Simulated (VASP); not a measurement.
# TiSi (Cmmm) in VASP: single point with r2SCAN

Aim: the single point of TiSi with r2SCAN.

Everything below comes from runs of VASP 6.6.1. Logs are shortened: lines on timing, memory, paths and dates and some standing lists are left out, and cuts for length are marked.

### Step 1. The cell of the first run

Symmetry: Cmmm, No. 65, orthorhombic system. The conventional cell has a = 3.631 Å, b = 4.155 Å, c = 3.814 Å, α = 90.00°, β = 90.00°, γ = 90.00°. Within 3.9 Å of Ti (site symmetry mmm) lie 8 Si at 2.63 to 2.82 Å and 8 Ti at 2.76 to 3.81 Å. Si (site symmetry mmm) has 8 Ti at 2.63 to 2.82 Å and 8 Si at 2.76 to 3.81 Å within 3.9 Å.

### Step 2. Single point, r2SCAN

File POSCAR:

```
TiSi
1.0
    1.8153525039     -2.0775108116      0.0000000000
    1.8153525039      2.0775108116      0.0000000000
    0.0000000000      0.0000000000      3.8135469854
Ti Si
1 1
Direct
    0.5000000000      0.5000000000      0.0000000000
    0.0000000000      0.0000000000      0.5000000000
```

File INCAR.step1:

```
SYSTEM = TiSi
ALGO     = Normal         ! electronic algorithm
EDIFF    = 1E-4           ! SCF threshold, eV
ENCUT    = 520            ! plane-wave cutoff, eV
GGA      = PE             ! functional
ISMEAR   = 0              ! smearing method
LASPH    = .TRUE.         ! aspherical terms in the spheres
LCHARG   = .FALSE.        ! write CHGCAR
LREAL    = .FALSE.        ! projectors in reciprocal space
LWAVE    = .TRUE.         ! write WAVECAR
NBANDS   = 15             ! bands
NELM     = 100            ! most SCF steps
PREC     = Accurate       ! precision mode
SIGMA    = 0.1            ! smearing width, eV
```

File INCAR.step2:

```
SYSTEM = TiSi
ALGO     = Normal         ! electronic algorithm
EDIFF    = 1E-7           ! SCF threshold, eV
ENCUT    = 520            ! plane-wave cutoff, eV
ISIF     = 2              ! what is computed and relaxed
ISMEAR   = 0              ! smearing method
ISTART   = 1            
LASPH    = .TRUE.         ! aspherical terms in the spheres
LCHARG   = .FALSE.        ! write CHGCAR
LMIXTAU  = .TRUE.       
LREAL    = .FALSE.        ! projectors in reciprocal space
LWAVE    = .FALSE.        ! write WAVECAR
METAGGA  = R2SCAN         ! meta-GGA
NBANDS   = 15             ! bands
NELM     = 100            ! most SCF steps
PREC     = Accurate       ! precision mode
SIGMA    = 0.1            ! smearing width, eV
```

File KPOINTS:

```
k-points
0
G
  16 16 12
  0 0 0
```

Potentials or basis: VASP PAW PBE potentials, release 64 (Ti_sv, Si).

The run is started by

```bash
$ cat potpaw_PBE.64/Ti_sv/POTCAR potpaw_PBE.64/Si/POTCAR > POTCAR
$ cp INCAR.step1 INCAR
$ mpirun -np 1 vasp_std > vasp.out
$ cp INCAR.step2 INCAR
$ mpirun -np 1 vasp_std > vasp.out
```

OUTCAR:

```text
SYSTEM = TiSi
   EDIFF = 1E-7
   ENCUT = 520
   ISIF = 2
   ISMEAR = 0
   ISTART = 1
   LASPH = .TRUE.
   LREAL = .FALSE.
   METAGGA = R2SCAN
   NELM = 100
   PREC = Accurate

 ion  position               nearest neighbor table
   1  0.500  0.500  0.000-   2 2.63   2 2.63   2 2.63   2 2.63   2 2.82   2 2.82   2 2.82   2 2.82

   2  0.000  0.000  0.500-   1 2.63   1 2.63   1 2.63   1 2.63   1 2.82   1 2.82   1 2.82   1 2.82

  LATTYP: Found a base centered orthorhombic cell.
 ALAT       =     3.6307050078
 B/A-ratio  =     1.1444117917
 C/A-ratio  =     1.0503599100

  Lattice vectors:

 A1 = (   1.8153525039,  -2.0775108116,   0.0000000000)
 A2 = (   1.8153525039,   2.0775108116,   0.0000000000)
 A3 = (   0.0000000000,   0.0000000000,   3.8135469854)

Analysis of symmetry for initial positions (statically):
=====================================================================
 Subroutine PRICEL returns:
 Original cell was already a primitive cell.

 Routine SETGRP: Setting up the symmetry group for a
 base centered orthorhombic supercell.

 Subroutine GETGRP returns: Found  8 space group operations
 (whereof  8 operations were pure point group operations)
 out of a pool of  8 trial point group operations.

The static configuration has the point symmetry D_2h.

Analysis of symmetry for dynamics (positions and initial velocities):
=====================================================================
 Subroutine PRICEL returns:
 Original cell was already a primitive cell.

 Routine SETGRP: Setting up the symmetry group for a
 base centered orthorhombic supercell.

 Subroutine GETGRP returns: Found  8 space group operations
 (whereof  8 operations were pure point group operations)
 out of a pool of  8 trial point group operations.

The dynamic configuration has the point symmetry D_2h.

 Subroutine INISYM returns: Found  8 space group operations
 (whereof  8 operations are pure point group operations),
 and found     1 'primitive' translations

----------------------------------------------------------------------------------------

                                     Primitive cell

  volume of cell :      28.7649

  direct lattice vectors                    reciprocal lattice vectors
     1.815352504 -2.077510812  0.000000000     0.275428601 -0.240672634  0.000000000
     1.815352504  2.077510812  0.000000000     0.275428601  0.240672634  0.000000000
     0.000000000  0.000000000  3.813546985     0.000000000  0.000000000  0.262223070

  length of vectors
     2.758904834  2.758904834  3.813546985     0.365765268  0.365765268  0.262223070

[... 94 lines left out ...]
   EFERMI =   0.00;   METHOD = LEGACY
   ISMEAR =     0;   SIGMA  =   0.10  broadening in eV -4-tet -1-fermi 0-gaus
   EFERMI_NEDOS =   21; number of points for ismear=-14 and -15
   IALGO  =     38    algorithm
   IMIX   =      4    mixing-type and parameters
     AMIX     =   0.40;   BMIX     =  1.00
     AMIX_MAG =   1.60;   BMIX_MAG =  1.00
  volume/ion in A,a.u.               =      14.38        97.06
  Fermi-wavevector in a.u.,A,eV,Ry     =   1.346357  2.544247 24.662986  1.812678
  Thomas-Fermi vector in A             =   2.474196
   LORBIT       =      0    0 simple, 1 ext, 2 COOP (PROOUT), +10 PAW based schemes
   METAGGA = R2SCAN    functional components
   LHFCALC =     F    Hartree Fock is set to
   AEXX    =    0.0000 exact exchange contribution
   IVDW    =     0    specifies the selected vdW correction
   LEPSILON=     F    determine dielectric tensor
   LRPA    =     F    only Hartree local field effects (RPA)
 non-spin polarized calculation
 Gauss-broadening in eV      SIGMA  =   0.10
  energy-cutoff  :      520.00
  volume of cell :       28.76
 maximum number of plane-waves:       802
 NGX is ok and might be reduce to    24
   NGX = 11   NGY = 11   NGZ = 15

 number of electron      16.0000006 magnetization

 Free energy of the ion-electron system (eV)
  ---------------------------------------------------
  ext. energy  EPLUGINS =         0.00000000
  ---------------------------------------------------
  free energy    TOTEN  =       -22.78249783 eV

  energy without entropy =      -22.77679187  energy(sigma->0) =      -22.77964485

 E-fermi :  10.4488     XC(G=0): -12.6753

 val. band max:       10.4436915320   @ k =  -0.3125   0.1875   0.4167
 cond. band min:      10.4514240946   @ k =  -0.3750   0.2500   0.3333
 fundamental gap:      0.0077325626
 Fermi energy:        10.4488119380

 k-point     1 :       0.0000    0.0000    0.0000
  band No.  band energies     occupation
      1     -48.6166      2.00000
      2     -24.0045      2.00000
      3     -23.5259      2.00000
      4     -23.4206      2.00000
      5      -2.1858      2.00000
      6       7.7776      2.00000
      7       8.3373      2.00000
      8       9.0397      2.00000
      9      12.3178      0.00000
     10      13.0299      0.00000
     11      13.8382      0.00000
     12      16.0992      0.00000
     13      16.8926      0.00000
     14      17.1544      0.00000
[... 401 lines left out ...]
      2     -23.9985      2.00000
      3     -23.5435      2.00000
      4     -23.4471      2.00000
      5      -2.0403      2.00000
      6       7.9024      2.00000
      7       8.3030      2.00000
      8       9.1080      2.00000
      9      12.2145      0.00000
     10      13.2149      0.00000
     11      13.4660      0.00000
     12      15.3776      0.00000
     13      16.6557      0.00000
     14      17.2483      0.00000
     15      20.1782      0.00000

 [... further k-points ...]

------------------------ aborting loop because EDIFF is reached ----------------------------------------

  FORCE on cell =-STRESS in cart. coord.  units (eV):
  Direction    XX          YY          ZZ          XY          YZ          ZX
  --------------------------------------------------------------------------------------
  -------------------------------------------------------------------------------------
  Total        0.0743523      0.0832395      0.0696777      0.0000000      0.0000000      0.0000000
  in kB        4.1413463      4.6363569      3.8809773      0.0000000      0.0000000      0.0000000
  external PRESSURE =       4.2195602 kB  Pullay stress =       0.0000000 kB

 VOLUME and BASIS-vectors are now :
 -----------------------------------------------------------------------------
  energy-cutoff  :      520.00
  volume of cell :       28.76
      direct lattice vectors                 reciprocal lattice vectors
     1.815352504 -2.077510812  0.000000000     0.275428601 -0.240672634  0.000000000
     1.815352504  2.077510812  0.000000000     0.275428601  0.240672634  0.000000000
     0.000000000  0.000000000  3.813546985     0.000000000  0.000000000  0.262223070

 POSITION                                       TOTAL-FORCE (eV/Angst)
 -----------------------------------------------------------------------------------
      1.81535      0.00000      0.00000         0.000000      0.000000      0.000000
      0.00000      0.00000      1.90677        -0.000000     -0.000000      0.000000
 -----------------------------------------------------------------------------------
    total drift:                               -0.000000     -0.000000     -0.000000

  FREE ENERGIE OF THE ION-ELECTRON SYSTEM (eV)
  ---------------------------------------------------
  free  energy   TOTEN  =       -22.7824978294 eV

  energy  without entropy=      -22.7767918733  energy(sigma->0) =      -22.77964485
```

OUTCAR.step1:

```text
SYSTEM = TiSi
   EDIFF = 1E-4
   ENCUT = 520
   GGA = PE
   ISMEAR = 0
   LASPH = .TRUE.
   LREAL = .FALSE.
[... 656 lines left out ...]
      1.81535      0.00000      0.00000        -0.000000      0.000000      0.000000
      0.00000      0.00000      1.90677         0.000000      0.000000      0.000000
 -----------------------------------------------------------------------------------
    total drift:                               -0.000000     -0.000000     -0.000000

  FREE ENERGIE OF THE ION-ELECTRON SYSTEM (eV)
  ---------------------------------------------------
  free  energy   TOTEN  =       -14.3188236482 eV

  energy  without entropy=      -14.3131051298  energy(sigma->0) =      -14.31596439
```

Wall time 9.6 min (1 thread of Intel Xeon Platinum 8488C (Sapphire Rapids), shared host); peak memory 0.33 GiB.

Results:

* Free energy: -22.7825 eV
* Pressure: 0.4 GPa
* Band gap on the k mesh: zero (bands 8 and 9 overlap by 1.71 eV)

Levels at points of the mesh, in eV from the Fermi level:
```
           k point  band 4  band 5  band 6  band 7  band 8  band 9  band 10  band 11  band 12  band 13
(0.00, 0.00, 0.00)  -33.87  -12.63   -2.67   -2.11   -1.41    1.87     2.58     3.39     5.65     6.44
(0.50, 0.00, 0.00)  -33.88   -8.17   -6.93   -3.18   -0.91    1.91     2.62     4.47     4.87     5.29
(0.50, 0.50, 0.00)  -34.30   -6.03   -4.08   -1.95   -1.33   -0.91    -0.41     3.20     3.23     4.38
(0.00, 0.00, 0.50)  -33.87  -11.25   -7.06   -1.10    0.56    0.80     1.88     3.47     7.14     8.70
(0.50, 0.00, 0.50)  -33.87   -8.47   -5.42   -2.99   -1.91    1.48     2.09     2.14     3.52     6.16
(0.50, 0.50, 0.50)  -34.32   -5.22   -4.09   -3.79   -3.03    2.35     2.51     2.75     4.32     4.39
```

Caveat: the PAW data sets were made with another functional, which shifts forces and pressure a little.
